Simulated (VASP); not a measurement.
# Si4C in VASP: a series of runs, part 2 of 2

VASP 6.6.1. The steps go on from the part before.

## Step 3: Single point, PBE, collinear spin, ferromagnetic start

Contents of INCAR:

```
PREC = Accurate
ENCUT = 520
EDIFF = 1E-6
ISMEAR = 0
SIGMA = 0.05
LREAL = F
LASPH = T
NELM = 150
ALGO = Normal
ISIF = 2
LWAVE = F
LCHARG = F
ISPIN = 2
MAGMOM = 0 0 0 0 2
LORBIT = 11
LDIPOL = T
IDIPOL = 3
DIPOL = 0.5 0.5 0.341
GGA = PE
NBANDS = 22
```

Contents of KPOINTS:

```
regular mesh
0
Gamma
  9 9 1
```

Contents of POSCAR:

```
Si4C
1.0
    3.8675355701      0.0000000000      0.0000000000
   -1.9337677851      3.3493840538      0.0000000000
    0.0000000000      0.0000000000     19.4372967090
Si C
4 1
Direct
    0.3333333333      0.6666666667      0.2057899336
    0.0000000000      0.0000000000      0.2464055298
    0.0000000000      0.0000000000      0.3748662321
    0.6666666667      0.3333333333      0.4083539408
    1.0000000000      1.0000000000      0.4693341675
```

Potentials or basis: VASP PAW PBE potentials, release 64 (Si, C).

Launch:

```
$ cat potpaw_PBE.64/Si/POTCAR potpaw_PBE.64/C/POTCAR > POTCAR
$ mpirun -np 1 vasp_std > vasp.out
```

OUTCAR:

```text
PREC = Accurate
   ENCUT = 520
   EDIFF = 1E-6
   ISMEAR = 0
   LREAL = F
   LASPH = T
   NELM = 150
   ISIF = 2
   ISPIN = 2
   LORBIT = 11
   GGA = PE

 ion  position               nearest neighbor table
   1  0.333  0.667  0.206-   2 2.37   2 2.37   2 2.37
   2  0.000  0.000  0.246-   1 2.37   1 2.37   1 2.37   3 2.50
   3  0.000  0.000  0.375-   5 1.84   4 2.33   4 2.33   4 2.33   2 2.50
   4  0.667  0.333  0.408-   3 2.33   3 2.33   3 2.33   5 2.53   5 2.53   5 2.53
   5  0.000  0.000  0.469-   3 1.84   4 2.53   4 2.53   4 2.53

  LATTYP: Found a hexagonal cell.
 ALAT       =     3.8675355701
 C/A-ratio  =     5.0257577097

  Lattice vectors:

 A1 = (   3.8675355701,   0.0000000000,   0.0000000000)
 A2 = (  -1.9337677851,   3.3493840538,   0.0000000000)
 A3 = (   0.0000000000,   0.0000000000,  19.4372967090)

Analysis of symmetry for initial positions (statically):
=====================================================================
 Subroutine PRICEL returns:
 Original cell was already a primitive cell.

 Routine SETGRP: Setting up the symmetry group for a
 hexagonal supercell.

 Subroutine GETGRP returns: Found  6 space group operations
 (whereof  6 operations were pure point group operations)
 out of a pool of 24 trial point group operations.

The static configuration has the point symmetry C_3v.

Analysis of symmetry for dynamics (positions and initial velocities):
=====================================================================
 Subroutine PRICEL returns:
 Original cell was already a primitive cell.

 Routine SETGRP: Setting up the symmetry group for a
 hexagonal supercell.

 Subroutine GETGRP returns: Found  6 space group operations
 (whereof  6 operations were pure point group operations)
 out of a pool of 24 trial point group operations.

The dynamic configuration has the point symmetry C_3v.

Analysis of structural, dynamic, and magnetic symmetry:
[... 169 lines left out ...]
  band No.  band energies     occupation
      1     -15.1098      1.00000
      2     -12.2791      1.00000
      3      -9.5116      1.00000
      4      -5.6879      1.00000
      5      -4.5239      1.00000
      6      -4.5239      1.00000
[... 289 lines left out ...]
     21       5.5523      0.00000
     22       5.5778      0.00000
 Fermi energy:        -1.8377336434

 spin component 2

 k-point     1 :       0.0000    0.0000    0.0000
  band No.  band energies     occupation
      1     -15.0600      1.00000
      2     -12.3426      1.00000
      3      -9.4925      1.00000
      4      -5.7783      1.00000
      5      -4.4982      1.00000
      6      -4.4982      1.00000
[... 289 lines left out ...]
     21       5.5182      0.00000
     22       5.5512      0.00000

------------------------ aborting loop because EDIFF is reached ----------------------------------------

 vacuum level on the upper side and lower side of the slab       (xc-potential included)         0.868        -0.876

  FORCE on cell =-STRESS in cart. coord.  units (eV):
  Direction    XX          YY          ZZ          XY          YZ          ZX
  --------------------------------------------------------------------------------------
  -------------------------------------------------------------------------------------
  Total       -1.5896324     -1.5896324     -0.4825780      0.0000000      0.0000000      0.0000000
  in kB      -10.1151461    -10.1151461     -3.0707397      0.0000000      0.0000000      0.0000000
  external PRESSURE =      -7.7670106 kB  Pullay stress =       0.0000000 kB

 VOLUME and BASIS-vectors are now :
 -----------------------------------------------------------------------------
  energy-cutoff  :      520.00
  volume of cell :      251.79
      direct lattice vectors                 reciprocal lattice vectors
     3.867535570  0.000000000  0.000000000     0.258562586  0.149281179  0.000000000
    -1.933767785  3.349384054  0.000000000     0.000000000  0.298562358  0.000000000
     0.000000000  0.000000000 19.437296709     0.000000000  0.000000000  0.051447483

 POSITION                                       TOTAL-FORCE (eV/Angst)
 -----------------------------------------------------------------------------------
     -0.00000      2.23292      4.00000         0.000000      0.000000      0.643585
      0.00000      0.00000      4.78946        -0.000000      0.000000     -0.144621
      0.00000      0.00000      7.28639        -0.000000      0.000000     -2.426046
      1.93377      1.11646      7.93730         0.000000     -0.000000      1.906328
      0.00000      0.00000      9.12259        -0.000000      0.000000      0.020755
 -----------------------------------------------------------------------------------
    total drift:                               -0.000000      0.000000     -0.000052

  FREE ENERGIE OF THE ION-ELECTRON SYSTEM (eV)
  ---------------------------------------------------
  free  energy   TOTEN  =       -24.0709128155 eV

  energy  without entropy=      -24.0705596569  energy(sigma->0) =      -24.07073624

 vacuum level on the upper side and lower side of the slab         4.939         3.143

 total charge

# of ion       s       p       d       tot
------------------------------------------
    1        0.803   0.829   0.000   1.632
    2        0.770   0.866   0.000   1.636
    3        0.770   0.926   0.000   1.696
    4        0.797   0.792   0.000   1.589
    5        1.010   1.136   0.000   2.147
--------------------------------------------------
tot          4.150   4.550   0.000   8.700

 magnetization (x)

# of ion       s       p       d       tot
------------------------------------------
    1       -0.013  -0.063   0.000  -0.076
    2       -0.001  -0.001   0.000  -0.002
    3       -0.005  -0.001   0.000  -0.007
    4        0.005   0.006   0.000   0.011
    5       -0.000   0.027   0.000   0.027
--------------------------------------------------
tot         -0.014  -0.033   0.000  -0.047
```

OSZICAR:

```text
N       E                     dE             d eps       ncg     rms          rms(c)
DAV:   1     0.804038342170E+02    0.80404E+02   -0.63688E+03  1056   0.656E+02
DAV:   2    -0.154418934434E+02   -0.95846E+02   -0.92109E+02  1466   0.127E+02
DAV:   3    -0.240551172797E+02   -0.86132E+01   -0.82756E+01  1372   0.352E+01
DAV:   4    -0.244349556443E+02   -0.37984E+00   -0.37818E+00  1348   0.911E+00
[... 17 lines left out ...]
DAV:  22    -0.240707897318E+02   -0.18034E-03   -0.25737E-05  1290   0.142E-02    0.370E-03
DAV:  23    -0.240708513713E+02   -0.61640E-04   -0.50172E-06  1346   0.738E-03    0.252E-03
DAV:  24    -0.240709054881E+02   -0.54117E-04   -0.50863E-06  1410   0.640E-03    0.168E-03
DAV:  25    -0.240709126671E+02   -0.71790E-05   -0.10588E-06  1288   0.373E-03    0.104E-03
DAV:  26    -0.240709128155E+02   -0.14844E-06   -0.40792E-07  1020   0.206E-03
   1 F= -.24070913E+02 E0= -.24070736E+02  d E =-.353159E-03  mag=    -0.1482
```

stdout:

```text
POSCAR found type information on POSCAR SiC
 POSCAR found :  2 types and       5 ions
 scaLAPACK will be used
 LDA part: xc-table for (Slater+PW92), standard interpolation
 POSCAR, INCAR and KPOINTS ok, starting setup
 FFT: planning ... GRIDC
 FFT: planning ... GRID_SOFT
 FFT: planning ... GRID
 WAVECAR not read
 entering main loop
```

Run time: 2.5 min. Hardware: 1 thread of Intel Xeon 6975P-C (Granite Rapids), shared host; peak memory 0.5 GiB.

What came out:

| Item | Value |
| --- | --- |
| Free energy | -24.0709 eV |
| Largest force | 2.426 eV/Å |
| Net moment | -0.15 μB per cell |
| Site moments | Si -0.08, -0.00, -0.01, +0.01; C +0.03 μB |
| Valence electrons inside the program's atomic spheres | Si 1.63, 1.64, 1.70, 1.59; C 2.15 |

Forces on the atoms (eV/Å):
```
Si   0.000  0.000  0.644
Si   0.000  0.000 -0.145
Si   0.000  0.000 -2.426
Si   0.000  0.000  1.906
C    0.000  0.000  0.021
```

Levels at points of the mesh, in eV from the Fermi level:
Spin up:
| k point | band 6 | band 7 | band 8 | band 9 | band 10 | band 11 | band 12 | band 13 | band 14 | band 15 |
| --- | --- | --- | --- | --- | --- | --- | --- | --- | --- | --- |
| (0.00, 0.00, 0.00) | -2.69 | -1.79 | -0.46 | -0.26 | -0.26 | 1.44 | 1.44 | 2.07 | 2.89 | 2.94 |
Spin down:
```tsv
k point	band 7	band 8	band 9	band 10	band 11	band 12	band 13	band 14
(0.00, 0.00, 0.00)	-1.72	-0.64	-0.31	-0.31	1.48	1.48	2.02	2.75
```

## Step 4: Single point, PBE, collinear spin, ferromagnetic start

Changes to INCAR since step 3:

```diff
@@ -2,3 +2,3 @@
 ENCUT = 520
-EDIFF = 1E-6
+EDIFF = 1E-7
 ISMEAR = 0
@@ -17,3 +17,3 @@
 IDIPOL = 3
-DIPOL = 0.5 0.5 0.341
+DIPOL = 0.5 0.5 0.311
 GGA = PE
```

KPOINTS is that of step 3.

Changes to POSCAR since step 3:

```diff
@@ -12,2 +12,2 @@
     0.6666666667      0.3333333333      0.4083539408
-    1.0000000000      1.0000000000      0.4693341675
+    1.3333333333      0.6666666667      0.3191211395
```

Launch:

```
$ cat potpaw_PBE.64/Si/POTCAR potpaw_PBE.64/C/POTCAR > POTCAR
$ mpirun -np 1 vasp_std > vasp.out
```

It took 2.7 min on 1 thread of Intel Xeon 6975P-C (Granite Rapids), shared host; peak memory 0.5 GiB.

The run converged. Its results:

```
Free energy                                           : -24.9490 eV
Largest force                                         : 1.116 eV/Å
Band gap on the k mesh                                : zero (filled and empty bands touch)
Net moment                                            : 0.00 μB per cell
Valence electrons inside the program's atomic spheres : Si 1.64, 1.61; C 2.12
```

Forces on the atoms (eV/Å):
```
Si   0.000  0.000  1.116
Si   0.000  0.000  0.043
Si   0.000  0.000 -1.041
Si   0.000  0.000 -0.131
C    0.000  0.000  0.015
```

Levels at points of the mesh, in eV from the Fermi level:
Spin up:
```tsv
k point	band 8	band 9	band 10	band 11	band 12	band 13
(0.00, 0.00, 0.00)	-1.21	-1.21	0.00	0.00	0.62	0.85
```
Spin down:
| k point | band 8 | band 9 | band 10 | band 11 | band 12 | band 13 |
| --- | --- | --- | --- | --- | --- | --- |
| (0.00, 0.00, 0.00) | -1.21 | -1.21 | 0.00 | 0.00 | 0.62 | 0.85 |
